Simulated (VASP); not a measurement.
# SiO2 (P6_322) in VASP: notebook

The runs below take SiO2 through single point, with LDA.

Everything below comes from runs of VASP 6.6.1. Logs are shortened: lines on timing, memory, paths and dates and some standing lists are left out, and cuts for length are marked.

### 1 The cell of the first run

It takes space group P6_322 (No. 182, hexagonal). Conventional cell: a = 4.808 Å, b = 4.808 Å, c = 8.522 Å, α = 90.00°, β = 90.00°, γ = 120.00°. Si (site symmetry 3) has 4 O at 1.59 to 1.60 Å within 2.1 Å. O (site symmetry 2) has 2 Si at 1.60 Å within 2.1 Å. O (site symmetry 32) has 2 Si at 1.59 Å within 2.1 Å.

### 2 Single point, LDA

Contents of INCAR:

```
  PREC = Accurate
  ENCUT = 520
  EDIFF = 1E-6
  ISMEAR = 0
  SIGMA = 0.02
  LREAL = F
  LASPH = T
  NELM = 60
  ALGO = Normal
  ISIF = 2
  LWAVE = F
  LCHARG = T
  LELF = T
  LVHAR = T
  NBANDS = 44
```

Contents of KPOINTS:

```
Automatic mesh
0
Gamma
  6 6 4
```

Contents of POSCAR:

```
SiO2
1.0
    4.8076924448      0.0000000000      0.0000000000
   -2.4038462224      4.1635837908      0.0000000000
    0.0000000000      0.0000000000      8.5215778932
Si O
4 8
Direct
    0.6666666667      0.3333333333      0.9364362504
    0.6666666667      0.3333333333      0.5635637496
    0.3333333333      0.6666666667      0.0635637496
    0.3333333333      0.6666666667      0.4364362504
    0.0000000000      0.3759885507      0.0000000000
    0.3759885507      0.3759885507      0.5000000000
    0.6240114493      0.0000000000      0.5000000000
    0.6240114493      0.6240114493      0.0000000000
    0.0000000000      0.6240114493      0.5000000000
    0.6666666667      0.3333333333      0.7500000000
    0.3333333333      0.6666666667      0.2500000000
    0.3759885507      0.0000000000      0.0000000000
```

Potentials or basis: VASP PAW LDA potentials, release 64 (Si, O).

Run with:

```console
$ cat potpaw_LDA.64/Si/POTCAR potpaw_LDA.64/O/POTCAR > POTCAR
$ mpirun -np 1 vasp_std > vasp.out
```

OUTCAR:

```text
PREC = Accurate
   ENCUT = 520
   EDIFF = 1E-6
   ISMEAR = 0
   LREAL = F
   LASPH = T
   NELM = 60
   ISIF = 2

 ion  position               nearest neighbor table
   1  0.667  0.333  0.936-  10 1.59   5 1.60  12 1.60   8 1.60   3 2.98   3 2.98   3 2.98
   2  0.667  0.333  0.564-  10 1.59   7 1.60   9 1.60   6 1.60   4 2.98   4 2.98   4 2.98
   3  0.333  0.667  0.064-  11 1.59  12 1.60   5 1.60   8 1.60   1 2.98   1 2.98   1 2.98
   4  0.333  0.667  0.436-  11 1.59   9 1.60   7 1.60   6 1.60   2 2.98   2 2.98   2 2.98
   5  0.000  0.376  0.000-   1 1.60   3 1.60
   6  0.376  0.376  0.500-   2 1.60   4 1.60
   7  0.624  0.000  0.500-   2 1.60   4 1.60
   8  0.624  0.624  0.000-   3 1.60   1 1.60
   9  0.000  0.624  0.500-   4 1.60   2 1.60
  10  0.667  0.333  0.750-   1 1.59   2 1.59
  11  0.333  0.667  0.250-   3 1.59   4 1.59
  12  0.376  0.000  0.000-   3 1.60   1 1.60

  LATTYP: Found a hexagonal cell.
 ALAT       =     4.8076924448
 C/A-ratio  =     1.7724881512

  Lattice vectors:

 A1 = (   4.8076924448,   0.0000000000,   0.0000000000)
 A2 = (  -2.4038462224,   4.1635837908,   0.0000000000)
 A3 = (   0.0000000000,   0.0000000000,   8.5215778932)

Analysis of symmetry for initial positions (statically):
=====================================================================
 Subroutine PRICEL returns:
 Original cell was already a primitive cell.

 Routine SETGRP: Setting up the symmetry group for a
 hexagonal supercell.

 Subroutine GETGRP returns: Found 12 space group operations
 (whereof  6 operations were pure point group operations)
 out of a pool of 24 trial point group operations.

The static configuration has the point symmetry D_3 .
 The point group associated with its full space group is D_6 .

Analysis of symmetry for dynamics (positions and initial velocities):
=====================================================================
 Subroutine PRICEL returns:
 Original cell was already a primitive cell.

 Routine SETGRP: Setting up the symmetry group for a
 hexagonal supercell.

 Subroutine GETGRP returns: Found 12 space group operations
 (whereof  6 operations were pure point group operations)
 out of a pool of 24 trial point group operations.

The dynamic configuration has the point symmetry D_3 .
 The point group associated with its full space group is D_6 .

 Subroutine INISYM returns: Found 12 space group operations
 (whereof  6 operations are pure point group operations),
 and found     1 'primitive' translations

----------------------------------------------------------------------------------------

                                     Primitive cell

  volume of cell :     170.5784

  direct lattice vectors                    reciprocal lattice vectors
     4.807692445  0.000000000  0.000000000     0.207999994  0.120088853  0.000000000
    -2.403846222  4.163583791  0.000000000     0.000000000  0.240177705  0.000000000
     0.000000000  0.000000000  8.521577893     0.000000000  0.000000000  0.117349159

  length of vectors
     4.807692445  4.807692445  8.521577893     0.240177705  0.240177705  0.117349159

  position of ions in fractional coordinates (direct lattice)
     0.666666667  0.333333333  0.936436250
     0.666666667  0.333333333  0.563563750
     0.333333333  0.666666667  0.063563750
     0.333333333  0.666666667  0.436436250
     0.000000000  0.375988551  0.000000000
     0.375988551  0.375988551  0.500000000
     0.624011449  0.000000000  0.500000000
     0.624011449  0.624011449  0.000000000
     0.000000000  0.624011449  0.500000000
     0.666666667  0.333333333  0.750000000
     0.333333333  0.666666667  0.250000000
     0.375988551  0.000000000  0.000000000

  ion indices of the primitive-cell ions
   primitive index   ion index
                 1           1
                 2           2
                 3           3
                 4           4
                 5           5
                 6           6
                 7           7
                 8           8
                 9           9
                10          10
[... 47 lines left out ...]
   LEPSILON=     F    determine dielectric tensor
   LRPA    =     F    only Hartree local field effects (RPA)
 non-spin polarized calculation
 Gauss-broadening in eV      SIGMA  =   0.02
  energy-cutoff  :      520.00
  volume of cell :      170.58
 maximum number of plane-waves:      4650
 NGX is ok and might be reduce to    36
   NGX = 17   NGY = 17   NGZ = 31

 number of electron      63.9999978 magnetization

 Free energy of the ion-electron system (eV)
  ---------------------------------------------------
  ext. energy  EPLUGINS =         0.00000000
  ---------------------------------------------------
  free energy    TOTEN  =      -103.53752035 eV

  energy without entropy =     -103.53752035  energy(sigma->0) =     -103.53752035

 E-fermi :   0.0963     XC(G=0):  -8.9554

 val. band max:        0.0103594928   @ k =   0.0000   0.0000   0.2500
 cond. band min:       5.5063195887   @ k =   0.0000   0.0000   0.0000
 fundamental gap:      5.4959600959
 Fermi energy:         0.0962719387

 k-point     1 :       0.0000    0.0000    0.0000
  band No.  band energies     occupation
      1     -19.4508      2.00000
      2     -19.0439      2.00000
      3     -17.8915      2.00000
      4     -17.2114      2.00000
      5     -17.1341      2.00000
      6     -17.1341      2.00000
[... 36 lines left out ...]
     43      11.9783      0.00000
     44      11.9796      0.00000

 k-point     2 :       0.1667    0.0000    0.0000
  band No.  band energies     occupation
      1     -19.3631      2.00000
      2     -18.9471      2.00000
      3     -17.9780      2.00000
      4     -17.2675      2.00000
      5     -17.2158      2.00000
      6     -17.1641      2.00000
[... 885 lines left out ...]
 k-point    21 :       0.3333    0.3333    0.5000
  band No.  band energies     occupation
      1     -18.6751      2.00000
      2     -18.6751      2.00000
      3     -18.1743      2.00000
      4     -18.1743      2.00000
      5     -17.2518      2.00000
      6     -17.2518      2.00000
[... 36 lines left out ...]
     43      10.5741      0.00000
     44      10.5741      0.00000

------------------------ aborting loop because EDIFF is reached ----------------------------------------

  FORCE on cell =-STRESS in cart. coord.  units (eV):
  Direction    XX          YY          ZZ          XY          YZ          ZX
  --------------------------------------------------------------------------------------
  -------------------------------------------------------------------------------------
  Total        3.8285599      3.8285599      3.7954954      0.0000000      0.0000000      0.0000000
  in kB       35.9601935     35.9601935     35.6496318      0.0000000      0.0000000      0.0000000
  external PRESSURE =      35.8566729 kB  Pullay stress =       0.0000000 kB

 VOLUME and BASIS-vectors are now :
 -----------------------------------------------------------------------------
  energy-cutoff  :      520.00
  volume of cell :      170.58
      direct lattice vectors                 reciprocal lattice vectors
     4.807692445  0.000000000  0.000000000     0.207999994  0.120088853  0.000000000
    -2.403846222  4.163583791  0.000000000     0.000000000  0.240177705  0.000000000
     0.000000000  0.000000000  8.521577893     0.000000000  0.000000000  0.117349159

 POSITION                                       TOTAL-FORCE (eV/Angst)
 -----------------------------------------------------------------------------------
      2.40385      1.38786      7.97991        -0.000000     -0.000000     -0.029563
      2.40385      1.38786      4.80245        -0.000000     -0.000000      0.029563
     -0.00000      2.77572      0.54166        -0.000000     -0.000000      0.029563
     -0.00000      2.77572      3.71913        -0.000000     -0.000000     -0.029563
     -0.90382      1.56546      0.00000         0.020009     -0.034656      0.000000
      0.90382      1.56546      4.26079        -0.020009     -0.034656      0.000000
      3.00006      0.00000      4.26079         0.040017     -0.000000      0.000000
      1.50003      2.59812      0.00000         0.020009      0.034656     -0.000000
     -1.50003      2.59812      4.26079        -0.020009      0.034656      0.000000
      2.40385      1.38786      6.39118        -0.000000     -0.000000     -0.000000
     -0.00000      2.77572      2.13039        -0.000000     -0.000000     -0.000000
      1.80764      0.00000      0.00000        -0.040017     -0.000000     -0.000000
 -----------------------------------------------------------------------------------
    total drift:                               -0.000001      0.000000     -0.000000

  FREE ENERGIE OF THE ION-ELECTRON SYSTEM (eV)
  ---------------------------------------------------
  free  energy   TOTEN  =      -103.5375203493 eV

  energy  without entropy=     -103.5375203493  energy(sigma->0) =     -103.53752035
```

It took 62 s on 1 thread of Intel Xeon 6975P-C (Granite Rapids), shared host; peak memory 0.27 GiB.

What came out:

| Property | Result |
| --- | --- |
| Free energy | -103.5375 eV |
| Pressure | 3.6 GPa |
| Largest force | 0.040 eV/Å |
| Band gap on the k mesh | 5.50 eV, indirect (least direct gap 5.62 eV) |

Forces on the atoms (eV/Å):
```
Si   0.000  0.000 -0.030
Si   0.000  0.000  0.030
Si   0.000  0.000  0.030
Si   0.000  0.000 -0.030
O    0.020 -0.035  0.000
O   -0.020 -0.035  0.000
O    0.040  0.000  0.000
O    0.020  0.035  0.000
O   -0.020  0.035  0.000
O    0.000  0.000  0.000
O    0.000  0.000  0.000
O   -0.040  0.000  0.000
```

A k mesh can miss the band edges. As with any semilocal functional, this LDA gap is likely too small.

### 3 Single point, LDA

This run uses another cell than the first one, of 15.50 Å³/atom, 1.090 times its volume.

Contents of INCAR:

```
SYSTEM = SiO2
ALGO = Normal ; EDIFF = 1E-7
ENCUT = 520 ; ISIF = 2
ISMEAR = 0 ; LASPH = .TRUE.
LCHARG = .TRUE. ; LELF = .TRUE.
LREAL = .FALSE. ; LVHAR = .TRUE.
LWAVE = .FALSE. ; NBANDS = 44
NELM = 80 ; PREC = Accurate
SIGMA = 0.02
```

Contents of KPOINTS:

```
k-points
0
G
  6 6 4
  0 0 0
```

Contents of POSCAR:

```
SiO2
1.0
    5.0150051711      0.0000000000      0.0000000000
   -2.5075025855      4.3431218783      0.0000000000
    0.0000000000      0.0000000000      8.5394403791
Si O
4 8
Direct
    0.6666666667      0.3333333333      0.9370470953
    0.6666666667      0.3333333333      0.5629529047
    0.3333333333      0.6666666667      0.0629529047
    0.3333333333      0.6666666667      0.4370470953
    0.0000000000      0.4120636141      0.0000000000
    0.4120636141      0.4120636141      0.5000000000
    0.5879363859      0.0000000000      0.5000000000
    0.5879363859      0.5879363859      0.0000000000
    0.0000000000      0.5879363859      0.5000000000
    0.6666666667      0.3333333333      0.7500000000
    0.3333333333      0.6666666667      0.2500000000
    0.4120636141      0.0000000000      0.0000000000
```

Potentials or basis: VASP PAW LDA potentials, release 64 (Si, O).

Run with:

```console
$ cat potpaw_LDA.64/Si/POTCAR potpaw_LDA.64/O/POTCAR > POTCAR
$ mpirun -np 1 vasp_std > vasp.out
```

It took 1.9 min on 1 thread of Intel Xeon 6975P-C (Granite Rapids), shared host; peak memory 0.3 GiB.

Results (log left out):

```
Free energy            : -103.7038 eV
Pressure               : 0.5 GPa
Largest force          : 0.024 eV/Å
Band gap on the k mesh : 5.42 eV, indirect (least direct gap 5.48 eV)
```

Forces on the atoms (eV/Å):
```
Si   0.000  0.000 -0.016
Si   0.000  0.000  0.016
Si   0.000  0.000  0.016
Si   0.000  0.000 -0.016
O    0.012 -0.020  0.000
O   -0.012 -0.020  0.000
O    0.024  0.000  0.000
O    0.012  0.020  0.000
O   -0.012  0.020  0.000
O    0.000  0.000  0.000
O    0.000  0.000  0.000
O   -0.024  0.000  0.000
```

Levels at points of the mesh, in eV from the valence-band top:
| k point | band 30 | band 31 | band 32 | band 33 | band 34 | band 35 |
| --- | --- | --- | --- | --- | --- | --- |
| (0.00, 0.00, 0.00) | -0.81 | -0.06 | -0.06 | 5.42 | 7.75 | 8.05 |
| (0.50, 0.00, 0.00) | -0.77 | -0.66 | -0.04 | 7.70 | 8.12 | 8.60 |
| (0.00, 0.00, 0.50) | -0.67 | -0.20 | -0.20 | 6.21 | 6.21 | 9.02 |
| (0.50, 0.00, 0.50) | -0.76 | -0.38 | -0.38 | 8.12 | 8.12 | 8.37 |

A k mesh can miss the band edges. A hybrid or GW would open this gap; LDA tends to underestimate it.

### 4 Single point, LDA (volume scaled by 1.03, then relaxed in part)

Contents of INCAR:

```
ALGO = Normal ; EDIFF = 1E-7
ENCUT = 520 ; ISIF = 2
ISMEAR = 0 ; LASPH = True
LCHARG = True ; LELF = True
LREAL = False ; LVHAR = True
LWAVE = False ; NBANDS = 44
NELM = 100 ; PREC = Accurate
SIGMA = 0.02
```

Contents of KPOINTS:

```
k-points
0
Gamma
  6 6 4
```

Contents of POSCAR:

```
SiO2
1.0
    5.0868560870      0.0000000000      0.0000000000
   -2.5434280435      4.4053465967      0.0000000000
    0.0000000000      0.0000000000      8.5489052467
Si O
4 8
Direct
    0.6666666667      0.3333333333      0.9371930371
    0.6666666667      0.3333333333      0.5628069629
    0.3333333333      0.6666666667      0.0628069629
    0.3333333333      0.6666666667      0.4371930371
    0.0000000000      0.4276206366      0.0000000000
    0.4276206366      0.4276206366      0.5000000000
    0.5723793634      0.0000000000      0.5000000000
    0.5723793634      0.5723793634      0.0000000000
    0.0000000000      0.5723793634      0.5000000000
    0.6666666667      0.3333333333      0.7500000000
    0.3333333333      0.6666666667      0.2500000000
    0.4276206366      0.0000000000      0.0000000000
```

Run with:

```console
$ cat potpaw_LDA.64/Si/POTCAR potpaw_LDA.64/O/POTCAR > POTCAR
$ mpirun -np 1 vasp_std > vasp.out
```

It took 3.4 min on 1 thread of Intel Xeon 6975P-C (Granite Rapids), shared host; peak memory 0.3 GiB.

The run converged. Its results:

```
Free energy            : -103.7033 eV
Pressure               : -0.4 GPa
Largest force          : 0.013 eV/Å
Band gap on the k mesh : 5.39 eV, indirect (least direct gap 5.42 eV)
```

Forces on the atoms (eV/Å):
```
Si   0.000  0.000 -0.010
Si   0.000  0.000  0.010
Si   0.000  0.000  0.010
Si   0.000  0.000 -0.010
O    0.007 -0.011  0.000
O   -0.007 -0.011  0.000
O    0.013  0.000  0.000
O    0.007  0.011  0.000
O   -0.007  0.011  0.000
O    0.000  0.000  0.000
O    0.000  0.000  0.000
O   -0.013  0.000  0.000
```

Stress tensor (GPa, compression positive):
```
-0.38  0.00  0.00
 0.00 -0.38  0.00
 0.00  0.00 -0.49
```

Levels at points of the mesh, in eV from the valence-band top:
| k point | band 29 | band 30 | band 31 | band 32 | band 33 | band 34 | band 35 | band 36 |
| --- | --- | --- | --- | --- | --- | --- | --- | --- |
| (0.00, 0.00, 0.00) | -0.59 | -0.55 | -0.03 | -0.03 | 5.39 | 7.69 | 8.02 | 8.56 |
| (0.50, 0.00, 0.00) | -0.96 | -0.78 | -0.64 | -0.01 | 7.65 | 7.98 | 8.56 | 9.05 |
| (0.00, 0.00, 0.50) | -0.57 | -0.57 | -0.22 | -0.22 | 6.17 | 6.17 | 9.00 | 9.00 |
| (0.50, 0.00, 0.50) | -0.76 | -0.76 | -0.35 | -0.35 | 8.05 | 8.05 | 8.26 | 8.26 |

Caveat: the cell differs from its parent crystal (volume scaled by 1.03, then relaxed in part). A k mesh can miss the band edges.

### 5 Single point, LDA (volume scaled by 1.06, then relaxed in part)

Contents of INCAR:

```
SYSTEM = SiO2
ALGO     = Normal         ! electronic algorithm
EDIFF    = 1E-7           ! SCF threshold, eV
ENCUT    = 520            ! plane-wave cutoff, eV
GGA      = CA             ! functional
ISIF     = 2              ! what is computed and relaxed
ISMEAR   = 0              ! smearing method
LASPH    = .True.         ! aspherical terms in the spheres
LCHARG   = .True.         ! write CHGCAR
LELF     = .True.         ! ELF
LREAL    = .False.        ! projectors in reciprocal space
LVHAR    = .True.       
LWAVE    = .False.        ! write WAVECAR
NBANDS   = 44             ! bands
NELM     = 60             ! most SCF steps
PREC     = Accurate       ! precision mode
SIGMA    = 0.02           ! smearing width, eV
```

Contents of KPOINTS:

```
k-points
0
Gamma
  6 6 4
  0 0 0
```

Contents of POSCAR:

```
SiO2
1.0
    5.1582956890      0.0000000000      0.0000000000
   -2.5791478445      4.4672151069      0.0000000000
    0.0000000000      0.0000000000      8.5558976198
Si O
4 8
Direct
    0.6666666667      0.3333333333      0.9373488827
    0.6666666667      0.3333333333      0.5626511173
    0.3333333333      0.6666666667      0.0626511173
    0.3333333333      0.6666666667      0.4373488827
    0.0000000000      0.4467024080      0.0000000000
    0.4467024080      0.4467024080      0.5000000000
    0.5532975920      0.0000000000      0.5000000000
    0.5532975920      0.5532975920      0.0000000000
    0.0000000000      0.5532975920      0.5000000000
    0.6666666667      0.3333333333      0.7500000000
    0.3333333333      0.6666666667      0.2500000000
    0.4467024080      0.0000000000      0.0000000000
```

Run with:

```console
$ cat potpaw_LDA.64/Si/POTCAR potpaw_LDA.64/O/POTCAR > POTCAR
$ mpirun -np 1 vasp_std > vasp.out
```

Wall time 2.4 min (1 thread of Intel Xeon 6975P-C (Granite Rapids), shared host); peak memory 0.3 GiB.

Results (log left out):

* Free energy: -103.6773 eV
* Pressure: -1.2 GPa
* Largest force: 0.006 eV/Å
* Band gap on the k mesh: 5.35 eV, indirect (least direct gap 5.37 eV)

Forces in eV/Å, atoms in the order of the input:
```
Si   0.000  0.000 -0.003
Si   0.000  0.000  0.003
Si   0.000  0.000  0.003
Si   0.000  0.000 -0.003
O    0.003 -0.006  0.000
O   -0.003 -0.006  0.000
O    0.006  0.000  0.000
O    0.003  0.006  0.000
O   -0.003  0.006  0.000
O    0.000  0.000  0.000
O    0.000  0.000  0.000
O   -0.006  0.000  0.000
```

Stress tensor (GPa, compression positive):
```
-1.16  0.00  0.00
 0.00 -1.16  0.00
 0.00  0.00 -1.27
```

Levels at points of the mesh, in eV from the valence-band top:
```tsv
k point	band 29	band 30	band 31	band 32	band 33	band 34	band 35	band 36
(0.00, 0.00, 0.00)	-0.32	-0.30	-0.02	-0.02	5.35	7.61	7.98	8.36
(0.50, 0.00, 0.00)	-0.98	-0.81	-0.64	0.00	7.58	7.82	8.49	8.90
(0.00, 0.00, 0.50)	-0.31	-0.31	-0.28	-0.28	6.12	6.12	8.80	8.80
(0.50, 0.00, 0.50)	-0.78	-0.78	-0.34	-0.34	7.96	7.96	8.14	8.14
```

Caveat: the cell differs from its parent crystal (volume scaled by 1.06, then relaxed in part). A k mesh can miss the band edges.

### 6 Summary

```tsv
cell	gap on the mesh (eV)	pressure (GPa)	largest force (eV/Å)
a = 4.808, b = 4.808, c = 8.522 Å, angles 90.0, 90.0, 120.0°, 12 atoms	5.50	3.6	0.04
a = 5.015, b = 5.015, c = 8.539 Å, angles 90.0, 90.0, 120.0°, 12 atoms	5.42	0.5	0.02
a = 5.087, b = 5.087, c = 8.549 Å, angles 90.0, 90.0, 120.0°, 12 atoms	5.39	-0.4	0.01
a = 5.158, b = 5.158, c = 8.556 Å, angles 90.0, 90.0, 120.0°, 12 atoms	5.35	-1.2	0.01
```

Alike in all rows: task single point; level LDA; potentials or basis VASP PAW LDA potentials, release 64 (Si, O); no spin polarisation; k mesh 6 × 6 × 4; cutoff (eV) 520; smearing gaussian 0.02 eV.

Absolute energies hang on the potentials; compare differences alone.
